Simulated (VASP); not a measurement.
# CsAs3 (P4/mmm) in VASP: a series of runs

The runs below take CsAs3 through single point, relaxation of cell and atoms, with PBE.

Everything below comes from runs of VASP 6.6.1. Logs are shortened: lines on timing, memory, paths and dates and some standing lists are left out, and cuts for length are marked.

## (1) The cell of the first run

It takes space group P4/mmm (No. 123, tetragonal). Conventional cell: a = 4.646 Å, b = 4.646 Å, c = 5.689 Å, α = 90.00°, β = 90.00°, γ = 90.00°. Within 4.7 Å of Cs (site symmetry 4/mmm) lie 16 As at 3.47 to 4.35 Å and 4 Cs at 4.65 Å. Within 2.3 Å of As (site symmetry 4mm) lie 2 As at 1.72 to 2.25 Å. Within 2.3 Å of As (site symmetry 4/mmm) lie 2 As at 1.72 Å.

The cell was generated, and may not be a known phase.

## (2) Single point, PBE

The input, INCAR:

```
PREC = Accurate
ENCUT = 520
EDIFF = 1E-7
ISMEAR = 0
SIGMA = 0.1
LREAL = False
LASPH = True
NELM = 100
ALGO = Normal
ISIF = 2
LWAVE = False
LCHARG = False
GGA = PE
NBANDS = 20
```

The input, KPOINTS:

```
regular mesh
0
Gamma
  4 4 4
```

The input, POSCAR:

```
CsAs3
1.0
    4.6456805500      0.0000000000      0.0000000000
    0.0000000000      4.6456805500      0.0000000000
    0.0000000000      0.0000000000      5.6888193500
Cs As
1 3
Direct
    0.5000000000      0.5000000000      0.5000000000
    0.0000000000      0.0000000000      0.6978068800
    0.0000000000      0.0000000000      0.3021931200
    0.0000000000      0.0000000000      0.0000000000
```

Potentials or basis: VASP PAW PBE potentials, release 64 (Cs_sv, As).

Started as:

```console
cat potpaw_PBE.64/Cs_sv/POTCAR potpaw_PBE.64/As/POTCAR > POTCAR
mpirun -np 1 vasp_std > vasp.out
```

OUTCAR:

```text
PREC = Accurate
   ENCUT = 520
   EDIFF = 1E-7
   ISMEAR = 0
   LREAL = False
   LASPH = True
   NELM = 100
   ISIF = 2
   GGA = PE

 ion  position               nearest neighbor table
   1  0.500  0.500  0.500-
   2  0.000  0.000  0.698-   4 1.72   3 2.25
   3  0.000  0.000  0.302-   4 1.72   2 2.25
   4  0.000  0.000  0.000-   2 1.72   3 1.72

  LATTYP: Found a simple tetragonal cell.
 ALAT       =     4.6456805500
 C/A-ratio  =     1.2245395026

  Lattice vectors:

 A1 = (   4.6456805500,   0.0000000000,   0.0000000000)
 A2 = (   0.0000000000,   4.6456805500,   0.0000000000)
 A3 = (   0.0000000000,   0.0000000000,   5.6888193500)

Analysis of symmetry for initial positions (statically):
=====================================================================
 Subroutine PRICEL returns:
 Original cell was already a primitive cell.

 Routine SETGRP: Setting up the symmetry group for a
 simple tetragonal supercell.

 Subroutine GETGRP returns: Found 16 space group operations
 (whereof 16 operations were pure point group operations)
 out of a pool of 16 trial point group operations.

The static configuration has the point symmetry D_4h.

Analysis of symmetry for dynamics (positions and initial velocities):
=====================================================================
 Subroutine PRICEL returns:
 Original cell was already a primitive cell.

 Routine SETGRP: Setting up the symmetry group for a
 simple tetragonal supercell.

 Subroutine GETGRP returns: Found 16 space group operations
 (whereof 16 operations were pure point group operations)
 out of a pool of 16 trial point group operations.

The dynamic configuration has the point symmetry D_4h.

 Subroutine INISYM returns: Found 16 space group operations
 (whereof 16 operations are pure point group operations),
 and found     1 'primitive' translations

----------------------------------------------------------------------------------------

                                     Primitive cell

  volume of cell :     122.7781

  direct lattice vectors                    reciprocal lattice vectors
     4.645680550  0.000000000  0.000000000     0.215253716  0.000000000  0.000000000
     0.000000000  4.645680550  0.000000000     0.000000000  0.215253716  0.000000000
     0.000000000  0.000000000  5.688819350     0.000000000  0.000000000  0.175783399

  length of vectors
[... 77 lines left out ...]
   ENCUT  =  520.0 eV  38.22 Ry    6.18 a.u.   8.64  8.64 10.58*2*pi/ulx,y,z
   NELM   =    100;   NELMIN=  2; NELMDL= -5     # of ELM steps
   EDIFF  = 0.1E-06   stopping-criterion for ELM
   LREAL  =      F    real-space projection
   EDIFFG = 0.1E-05   stopping-criterion for IOM
   NSW    =      0    number of steps for IOM
   IBRION =     -1    ionic relax: 0-MD 1-quasi-New 2-CG
   NFREE  =      0    steps in history (QN), initial steepest desc. (CG)
   ISIF   =      2    stress and relaxation
   ISYM   =      2    0-nonsym 1-usesym 2-fastsym
   POTIM  = 0.5000    time-step for ionic-motion
   TEBEG  =    0.0;   TEEND  =   0.0 temperature during run
   PSTRESS=    0.0 pullay stress
   NELECT =      24.0000    total number of electrons
   NUPDOWN=      -1.0000    fix difference up-down
   EMIN   =  10.00;   EMAX   =-10.00  energy-range for DOS
   EFERMI =   0.00;   METHOD = LEGACY
   ISMEAR =     0;   SIGMA  =   0.10  broadening in eV -4-tet -1-fermi 0-gaus
   EFERMI_NEDOS =   21; number of points for ismear=-14 and -15
   IALGO  =     38    algorithm
   IMIX   =      4    mixing-type and parameters
     AMIX     =   0.40;   BMIX     =  1.00
     AMIX_MAG =   1.60;   BMIX_MAG =  1.00
  volume/ion in A,a.u.               =      30.69       207.14
  Fermi-wavevector in a.u.,A,eV,Ry     =   0.950105  1.795438 12.281974  0.902700
  Thomas-Fermi vector in A             =   2.078451
   LORBIT       =      0    0 simple, 1 ext, 2 COOP (PROOUT), +10 PAW based schemes
   GGA     = PE    functional components
   LHFCALC =     F    Hartree Fock is set to
   AEXX    =    0.0000 exact exchange contribution
   IVDW    =     0    specifies the selected vdW correction
   LEPSILON=     F    determine dielectric tensor
   LRPA    =     F    only Hartree local field effects (RPA)
 non-spin polarized calculation
 Gauss-broadening in eV      SIGMA  =   0.10
  energy-cutoff  :      520.00
  volume of cell :      122.78
 maximum number of plane-waves:      3366
 NGX is ok and might be reduce to    36
   NGX = 17   NGY = 17   NGZ = 21

 number of electron      24.0000000 magnetization

 Free energy of the ion-electron system (eV)
  ---------------------------------------------------
  ext. energy  EPLUGINS =         0.00000000
  ---------------------------------------------------
  free energy    TOTEN  =        -2.28537068 eV

  energy without entropy =       -2.28229894  energy(sigma->0) =       -2.28383481

 E-fermi :   3.9971     XC(G=0):  -8.2569

 val. band max:        3.9447654329   @ k =   0.5000   0.0000   0.0000
 cond. band min:       4.0823934865   @ k =   0.5000   0.2500   0.0000
 fundamental gap:      0.1376280535
 Fermi energy:         3.9971343663

 k-point     1 :       0.0000    0.0000    0.0000
  band No.  band energies     occupation
      1     -18.6919      2.00000
      2     -13.2555      2.00000
      3      -9.4235      2.00000
      4      -6.6966      2.00000
      5      -5.6307      2.00000
      6      -5.6307      2.00000
[... 403 lines left out ...]
     19       9.7145      0.00000
     20       9.7844      0.00000

------------------------ aborting loop because EDIFF is reached ----------------------------------------

  FORCE on cell =-STRESS in cart. coord.  units (eV):
  Direction    XX          YY          ZZ          XY          YZ          ZX
  --------------------------------------------------------------------------------------
  -------------------------------------------------------------------------------------
  Total        3.3062427      3.3062427    110.0557667      0.0000000      0.0000000      0.0000000
  in kB       43.1444052     43.1444052   1436.1591083      0.0000000      0.0000000      0.0000000
  external PRESSURE =     507.4826396 kB  Pullay stress =       0.0000000 kB

 VOLUME and BASIS-vectors are now :
 -----------------------------------------------------------------------------
  energy-cutoff  :      520.00
  volume of cell :      122.78
      direct lattice vectors                 reciprocal lattice vectors
     4.645680550  0.000000000  0.000000000     0.215253716  0.000000000  0.000000000
     0.000000000  4.645680550  0.000000000     0.000000000  0.215253716  0.000000000
     0.000000000  0.000000000  5.688819350     0.000000000  0.000000000  0.175783399

 POSITION                                       TOTAL-FORCE (eV/Angst)
 -----------------------------------------------------------------------------------
      2.32284      2.32284      2.84441         0.000000     -0.000000      0.000000
      0.00000      0.00000      3.96970         0.000000     -0.000000    -23.658414
      0.00000      0.00000      1.71912        -0.000000      0.000000     23.658414
      0.00000      0.00000      0.00000         0.000000     -0.000000      0.000000
 -----------------------------------------------------------------------------------
    total drift:                                0.000000      0.000000      0.000000

  FREE ENERGIE OF THE ION-ELECTRON SYSTEM (eV)
  ---------------------------------------------------
  free  energy   TOTEN  =        -2.2853706803 eV

  energy  without entropy=       -2.2822989363  energy(sigma->0) =       -2.28383481
```

Wall time 20 s (1 thread of Intel Xeon 6975P-C (Granite Rapids), shared host); peak memory 0.23 GiB.

Results:

```
Free energy            : -2.2854 eV
Pressure               : 50.7 GPa
Largest force          : 23.658 eV/Å
Band gap on the k mesh : zero (bands 12 and 13 overlap by 0.49 eV)
```

Forces on the atoms (eV/Å):
```
Cs    0.000   0.000   0.000
As    0.000   0.000 -23.658
As    0.000   0.000  23.658
As    0.000   0.000   0.000
```

Levels at points of the mesh, in eV from the Fermi level:
| k point | band 10 | band 11 | band 12 | band 13 | band 14 | band 15 |
| --- | --- | --- | --- | --- | --- | --- |
| (0.00, 0.00, 0.00) | -1.35 | -1.35 | 0.44 | 0.55 | 0.73 | 0.73 |
| (0.50, 0.00, 0.00) | -1.59 | -1.10 | -0.91 | -0.05 | 0.22 | 2.55 |
| (0.50, 0.50, 0.00) | -2.21 | -2.21 | 0.37 | 0.37 | 0.70 | 1.49 |
| (0.00, 0.00, 0.50) | -3.95 | -2.86 | -2.86 | 1.26 | 1.71 | 2.65 |
| (0.50, 0.00, 0.50) | -4.27 | -4.07 | -3.65 | 1.75 | 3.35 | 3.37 |
| (0.50, 0.50, 0.50) | -3.90 | -3.01 | -3.01 | 2.58 | 2.58 | 3.10 |

Caveat: the stress differs along the axes, from 4 to 144 GPa; spin-orbit coupling is left out, which moves the levels of the heavy elements; forces of over 1 eV/Å act on the atoms, so gaps and moduli don't describe the material at rest.

## (3) Single point, PBE

This run uses another cell than the first one, of 49.90 Å³/atom.

The input, INCAR:

```
SYSTEM = CsAs3
  PREC = Accurate
  ENCUT = 520
  EDIFF = 1E-6
  ISMEAR = 0
  SIGMA = 0.1
  LREAL = .FALSE.
  LASPH = .TRUE.
  NELM = 80
  ALGO = Normal
  ISIF = 2
  LWAVE = .FALSE.
  LCHARG = .FALSE.
  GGA = PE
  NBANDS = 20
```

The input, KPOINTS:

```
Automatic mesh
0
G
  4 4 4
  0 0 0
```

The input, POSCAR:

```
CsAs3
1.0
    5.1936233767      0.0000000000      0.0000000000
    0.0000000000      5.1936233767      0.0000000000
    0.0000000000      0.0000000000      7.3998552871
Cs As
1 3
Direct
    0.5000000000      0.5000000000      0.5000000000
    0.0000000000      0.0000000000      0.7023443099
    0.0000000000      0.0000000000      0.2976556901
    0.0000000000      0.0000000000      0.0000000000
```

Potentials or basis: VASP PAW PBE potentials, release 64 (Cs_sv, As).

Started as:

```console
cat potpaw_PBE.64/Cs_sv/POTCAR potpaw_PBE.64/As/POTCAR > POTCAR
mpirun -np 1 vasp_std > vasp.out
```

Wall time 28 s (1 thread of Intel Xeon 6975P-C (Granite Rapids), shared host); peak memory 0.3 GiB.

It converged, with:

```
Free energy            : -14.2125 eV
Pressure               : 0.1 GPa
Largest force          : 0.085 eV/Å
Band gap on the k mesh : 0.33 eV
```

Forces in eV/Å, atoms in the order of the input:
```
Cs   0.000  0.000  0.000
As   0.000  0.000 -0.085
As   0.000  0.000  0.085
As   0.000  0.000  0.000
```

Stress tensor (GPa, compression positive):
```
0.10 0.00 0.00
0.00 0.10 0.00
0.00 0.00 0.21
```

Levels at points of the mesh, in eV from the valence-band top:
| k point | band 8 | band 9 | band 10 | band 11 | band 12 | band 13 | band 14 | band 15 | band 16 | band 17 |
| --- | --- | --- | --- | --- | --- | --- | --- | --- | --- | --- |
| (0.00, 0.00, 0.00) | -2.27 | -2.27 | -2.01 | -0.13 | -0.13 | 0.38 | 1.22 | 1.22 | 2.30 | 3.01 |
| (0.50, 0.00, 0.00) | -2.89 | -2.32 | -2.02 | -0.46 | 0.00 | 0.33 | 0.54 | 0.91 | 4.09 | 4.39 |
| (0.50, 0.50, 0.00) | -2.64 | -2.64 | -1.98 | -0.65 | -0.65 | 0.49 | 0.86 | 0.86 | 3.38 | 5.63 |
| (0.00, 0.00, 0.50) | -4.66 | -2.11 | -2.11 | -0.80 | -0.80 | 2.13 | 2.13 | 3.00 | 3.13 | 3.16 |
| (0.50, 0.00, 0.50) | -4.52 | -2.52 | -2.04 | -1.68 | -1.06 | 1.91 | 2.28 | 3.38 | 4.26 | 4.49 |
| (0.50, 0.50, 0.50) | -4.61 | -2.53 | -2.53 | -1.17 | -1.17 | 1.67 | 1.67 | 4.19 | 4.41 | 4.45 |

Caveat: semilocal functionals underestimate gaps, and a narrow one can read as zero; spin-orbit coupling is left out, which moves the levels of the heavy elements. A k mesh can miss the band edges.

## (4) Relaxation of cell and atoms, PBE

The input, INCAR:

```
SYSTEM = CsAs3
PREC     = Accurate       ! precision mode
ENCUT    = 600            ! plane-wave cutoff, eV
EDIFF    = 1E-7           ! SCF threshold, eV
ISMEAR   = 0              ! smearing method
SIGMA    = 0.1            ! smearing width, eV
LREAL    = .FALSE.        ! projectors in reciprocal space
LASPH    = .TRUE.         ! aspherical terms in the spheres
NELM     = 80             ! most SCF steps
ALGO     = Normal         ! electronic algorithm
ISIF     = 3              ! what is computed and relaxed
LWAVE    = .FALSE.        ! write WAVECAR
LCHARG   = .FALSE.        ! write CHGCAR
GGA      = PE             ! functional
IBRION   = 2              ! ionic algorithm
NSW      = 90             ! ionic steps
EDIFFG   = -0.04          ! ionic threshold
```

The input, KPOINTS:

```
regular mesh
0
G
  4 4 4
  0 0 0
```

The input, POSCAR:

```
CsAs3
1.0
    4.6456805500      0.0000000000      0.0000000000
    0.0000000000      4.6456805500      0.0000000000
    0.0000000000      0.0000000000      5.6888193500
Cs As
1 3
Direct
    0.5000000000      0.5000000000      0.5000000000
    0.0000000000      0.0000000000      0.6978068800
    0.0000000000      0.0000000000      0.3021931200
    0.0000000000      0.0000000000      0.0000000000
```

Started as:

```console
cat potpaw_PBE.64/Cs_sv/POTCAR potpaw_PBE.64/As/POTCAR > POTCAR
mpirun -np 1 vasp_std > vasp.out
```

It took 21 min on 1 thread of Intel Xeon 6975P-C (Granite Rapids), shared host; peak memory 0.3 GiB.

Results (log left out):

```yaml
Free_energy: -14.1788 eV
Relaxed_volume: 50.58 Å³/atom
Relaxed_cell: a = 5.274 Å, b = 5.274 Å, c = 7.272 Å, α = 90.00°, β = 90.00°, γ = 90.00°
Space_group_after_relaxing_to_0.1_Å: P4/mmm (No. 123)
Pressure_after_relaxing: 0.0 GPa
Largest_force_after_relaxing: 0.009 eV/Å
Band_gap_on_the_k_mesh: zero (bands 12 and 13 overlap by 0.52 eV)
```

Forces in eV/Å, atoms in the order of the input:
```
Cs   0.000  0.000  0.000
As   0.000  0.000  0.009
As   0.000  0.000 -0.009
As   0.000  0.000  0.000
```

Final structure:
```cif
data_structure
_symmetry_space_group_name_H-M 'P 1'
_symmetry_Int_Tables_number 1
_cell_length_a 5.2742
_cell_length_b 5.2742
_cell_length_c 7.2724
_cell_angle_alpha 90.000
_cell_angle_beta 90.000
_cell_angle_gamma 90.000
_cell_volume 202.30
loop_
_atom_site_label
_atom_site_type_symbol
_atom_site_fract_x
_atom_site_fract_y
_atom_site_fract_z
_atom_site_occupancy
Cs1 Cs 0.50000 0.50000 0.50000 1
As1 As 0.00000 0.00000 0.32570 1
As2 As 0.00000 0.00000 0.67430 1
As3 As 0.00000 0.00000 0.00000 1
```

Levels at points of the mesh, in eV from the Fermi level:
```tsv
k point	band 10	band 11	band 12	band 13	band 14	band 15
(0.00, 0.00, 0.00)	-0.91	-0.36	0.21	0.21	0.64	0.64
(0.50, 0.00, 0.00)	-0.91	-0.32	-0.09	-0.04	0.35	0.46
(0.50, 0.50, 0.00)	-0.87	-0.31	-0.30	-0.30	0.33	0.33
(0.00, 0.00, 0.50)	-1.55	-1.24	-1.24	2.08	2.08	2.87
(0.50, 0.00, 0.50)	-1.99	-1.54	-1.48	1.89	2.21	3.54
(0.50, 0.50, 0.50)	-2.00	-1.54	-1.54	1.69	1.69	4.37
```

Caveat: the volume moved by over 15 % at a fixed basis, so the end points are rough; spin-orbit coupling is left out, which moves the levels of the heavy elements.

## (5) Single point, PBE

This run uses another cell than the first one, of 49.91 Å³/atom.

The input, INCAR:

```
SYSTEM = CsAs3
PREC     = Accurate       ! precision mode
ENCUT    = 520            ! plane-wave cutoff, eV
EDIFF    = 1E-7           ! SCF threshold, eV
ISMEAR   = 0              ! smearing method
SIGMA    = 0.02           ! smearing width, eV
LREAL    = .False.        ! projectors in reciprocal space
LASPH    = .True.         ! aspherical terms in the spheres
NELM     = 60             ! most SCF steps
ALGO     = Normal         ! electronic algorithm
ISIF     = 2              ! what is computed and relaxed
LWAVE    = .False.        ! write WAVECAR
LCHARG   = .False.        ! write CHGCAR
GGA      = PE             ! functional
NBANDS   = 20             ! bands
```

The input, KPOINTS:

```
Automatic mesh
0
Gamma
  8 8 6
  0 0 0
```

The input, POSCAR:

```
CsAs3
1.0
    5.2348758805      0.0000000000      0.0000000000
    0.0000000000      5.2348758805      0.0000000000
    0.0000000000      0.0000000000      7.2848447729
Cs As
1 3
Direct
    0.5000000000      0.5000000000      0.5000000000
    0.0000000000      0.0000000000      0.6960207005
    0.0000000000      0.0000000000      0.3039792995
    0.0000000000      0.0000000000      0.0000000000
```

Started as:

```console
cat potpaw_PBE.64/Cs_sv/POTCAR potpaw_PBE.64/As/POTCAR > POTCAR
mpirun -np 1 vasp_std > vasp.out
```

Wall time 90 s (1 thread of Intel Xeon 6975P-C (Granite Rapids), shared host); peak memory 0.42 GiB.

The run converged. Its results:

```yaml
Free_energy: -14.2475 eV
Pressure: 0.1 GPa
Largest_force: 0.079 eV/Å
Band_gap_on_the_k_mesh: 0.21 eV
```

Forces in eV/Å, atoms in the order of the input:
```
Cs   0.000  0.000  0.000
As   0.000  0.000 -0.079
As   0.000  0.000  0.079
As   0.000  0.000  0.000
```

Stress tensor (GPa, compression positive):
```
0.05 0.00 0.00
0.00 0.05 0.00
0.00 0.00 0.34
```

Levels at points of the mesh, in eV from the valence-band top:
| k point | band 9 | band 10 | band 11 | band 12 | band 13 | band 14 | band 15 | band 16 |
| --- | --- | --- | --- | --- | --- | --- | --- | --- |
| (0.00, 0.00, 0.00) | -2.35 | -1.79 | -0.12 | -0.12 | 0.25 | 1.04 | 1.04 | 2.17 |
| (0.50, 0.00, 0.00) | -2.42 | -1.80 | -0.43 | 0.00 | 0.21 | 0.37 | 0.75 | 3.97 |
| (0.50, 0.50, 0.00) | -2.69 | -1.76 | -0.62 | -0.62 | 0.34 | 0.70 | 0.70 | 3.29 |
| (0.00, 0.00, 0.50) | -2.13 | -2.13 | -0.98 | -0.98 | 2.14 | 2.14 | 2.96 | 3.03 |
| (0.50, 0.00, 0.50) | -2.53 | -2.06 | -1.82 | -1.25 | 1.93 | 2.27 | 3.36 | 4.30 |
| (0.50, 0.50, 0.50) | -2.54 | -2.54 | -1.32 | -1.32 | 1.71 | 1.71 | 4.35 | 4.40 |

Caveat: semilocal functionals underestimate gaps, and a narrow one can read as zero; spin-orbit coupling is left out, which moves the levels of the heavy elements.

## (6) Summary

| task | cell | k mesh | cutoff (eV) | smearing | gap on the mesh (eV) | pressure (GPa) | largest force (eV/Å) |
| --- | --- | --- | --- | --- | --- | --- | --- |
| single point | a = 4.646, b = 4.646, c = 5.689 Å, 4 atoms, atomic positions A | 4 × 4 × 4 | 520 | gaussian 0.1 eV | none | 50.7 | 23.66 |
| single point | a = 5.194, b = 5.194, c = 7.400 Å, 4 atoms, atomic positions B | 4 × 4 × 4 | 520 | gaussian 0.1 eV | 0.33 | 0.1 | 0.08 |
| relaxation of cell and atoms | relaxed from a = 4.646, b = 4.646, c = 5.689 Å, 4 atoms, atomic positions A | 4 × 4 × 4 | 600 | gaussian 0.1 eV | none | 0.0 | 0.01 |
| single point | a = 5.235, b = 5.235, c = 7.285 Å, 4 atoms, atomic positions C | 8 × 8 × 6 | 520 | gaussian 0.02 eV | 0.21 | 0.1 | 0.08 |

Alike in all rows: level PBE; potentials or basis VASP PAW PBE potentials, release 64 (Cs_sv, As); no spin polarisation.

Caveats: spin-orbit coupling is left out, which moves the levels of the heavy elements; semilocal functionals underestimate gaps, and a narrow one can read as zero (at least some runs); the stress differs along the axes, from 4 to 144 GPa (at least some runs); forces of over 1 eV/Å act on the atoms, so gaps and moduli don't describe the material at rest (at least some runs); the volume moved by over 15 % at a fixed basis, so the end points are rough (at least some runs).

Absolute energies hang on the potentials; compare differences alone.

The gap in the log of VASP goes by the Fermi energy; the results here count the filled bands.